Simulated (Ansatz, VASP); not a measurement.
MgO: VASP beside Ansatz

```xyz
2
Lattice="0.0000 2.1022 2.1022 2.1022 0.0000 2.1022 2.1022 2.1022 0.0000" Properties=species:S:1:pos:R:3 pbc="T T T"
Mg    0.0000    0.0000    0.0000
O     2.1022    2.1022    2.1022
```

Alike in both runs: task single point; functional r2SCAN; k mesh 8 × 8 × 8; no spin polarisation.

|  | VASP | Ansatz |
| --- | --- | --- |
| version | VASP 6.6.1 | Ansatz 0.2.0 |
| potentials or method | VASP PAW PBE potentials, release 64 (Mg_sv, O) | plane waves |
| plane-wave cutoff (eV) | 920 | 500 |
| occupations | gaussian, width 0.01 eV | fixed |
| valence electrons in the cell | 16 | 16 |

```csv
,VASP,Ansatz,Ansatz less VASP
gap on the k mesh at the Fermi level (eV),5.70,5.68,-0.016
pressure (GPa),0.5,0.0,-0.48
```

VASP's potentials were made for PBE, not for r2SCAN.
